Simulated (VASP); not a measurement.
A run of VASP 6.6.1:

File INCAR:

```
SYSTEM = NbInS4
PREC = Accurate
ENCUT = 520
EDIFF = 1E-7
ISMEAR = 0
SIGMA = 0.1
LREAL = .FALSE.
LASPH = .TRUE.
NELM = 60
ALGO = Normal
ISIF = 2
LWAVE = .FALSE.
LCHARG = .FALSE.
GGA = PE
NBANDS = 34
```

The input KPOINTS:

```
regular mesh
0
G
  12 12 4
  0 0 0
```

The input POSCAR:

```
NbInS4
1.0
    3.1276144945      0.0000000000      0.0000000000
    0.0000000000      3.1276144945      0.0000000000
    0.0000000000      0.0000000000     13.6013512193
Nb In S
1 1 4
Direct
    0.5000000000      0.5000000000      0.5000000000
    0.0000000000      0.0000000000      0.0000000000
    0.0000000000      0.0000000000      0.6066527099
    0.5000000000      0.5000000000      0.1233294995
    0.5000000000      0.5000000000      0.8766705005
    0.0000000000      0.0000000000      0.3933472901
```

Potentials or basis: VASP PAW PBE potentials, release 64 (Nb_sv, In_d, S).

Launch:

```console
$ cat potpaw_PBE.64/Nb_sv/POTCAR potpaw_PBE.64/In_d/POTCAR potpaw_PBE.64/S/POTCAR > POTCAR
$ mpirun -np 1 vasp_std > vasp.out
```

Hardware: 1 thread of Intel(R) Xeon(R) 6975P-C (Granite Rapids), with other jobs on the host.

Problem. How long does it take, and how much memory?

Solution. Wall time 3.2 min on 1 thread of Intel(R) Xeon(R) 6975P-C (Granite Rapids), with other jobs on the host, peak memory 0.47 GiB. Counts: scf iterations 18, k points 84.
